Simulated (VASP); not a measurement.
A run of VASP 6.6.1 is set up as follows.

POSCAR

```
Ge
1.0
    0.0000000000      2.8285347457      2.8285347457
    2.8285347457      0.0000000000      2.8285347457
    2.8285347457      2.8285347457      0.0000000000
Ge
2
Direct
   -0.1250000000     -0.1250000000     -0.1250000000
    0.1250000000      0.1250000000      0.1250000000
```

The input INCAR.step1:

```
SYSTEM = Ge
  PREC = Accurate
  ENCUT = 600
  ISMEAR = -1
  SIGMA = 0.02
  LREAL = .FALSE.
  LASPH = .TRUE.
  NELM = 80
  GGA = PE
  ALGO = Normal
  EDIFF = 1E-4
  LWAVE = .TRUE.
  LCHARG = .FALSE.
```

File INCAR.step2:

```
SYSTEM = Ge
  PREC = Accurate
  ENCUT = 600
  EDIFF = 1E-6
  ISMEAR = -1
  SIGMA = 0.02
  LREAL = .FALSE.
  LASPH = .TRUE.
  NELM = 80
  ALGO = Normal
  ISIF = 3
  LWAVE = .FALSE.
  LCHARG = .FALSE.
  METAGGA = R2SCAN
  LMIXTAU = .TRUE.
  IBRION = 2
  NSW = 60
  EDIFFG = -0.005
  ISTART = 1
```

File KPOINTS:

```
regular mesh
0
G
  10 10 10
  0 0 0
```

Potentials or basis: VASP PAW PBE potentials, release 64 (Ge_d).

Launch:

```console
$ cat potpaw_PBE.64/Ge_d/POTCAR > POTCAR
$ cp INCAR.step1 INCAR
$ mpirun -np 1 vasp_std > vasp.out
$ cp INCAR.step2 INCAR
$ mpirun -np 1 vasp_std > vasp.out
```

Q: Predict the relaxed volume.

A: 22.86 Å³/atom.

Q: What does it give for the band gap on the k mesh?

A: 0.31 eV, direct.

Q: Estimate the space group after relaxing (to 0.05 Å).

A: Fd-3m (No. 227).

Q: What does it give for the relaxed cell?

A: a = 4.014 Å, b = 4.014 Å, c = 4.014 Å, α = 60.00°, β = 60.00°, γ = 60.00°.

Final structure:
```
CELL_PARAMETERS angstrom
0.00000 2.83823 2.83823
2.83823 0.00000 2.83823
2.83823 2.83823 0.00000
ATOMIC_POSITIONS crystal
Ge 0.87500 0.87500 0.87500
Ge 0.12500 0.12500 0.12500
```

Caveat: the PAW data sets were made with another functional, which shifts forces and pressure a little. A k mesh can miss the band edges.
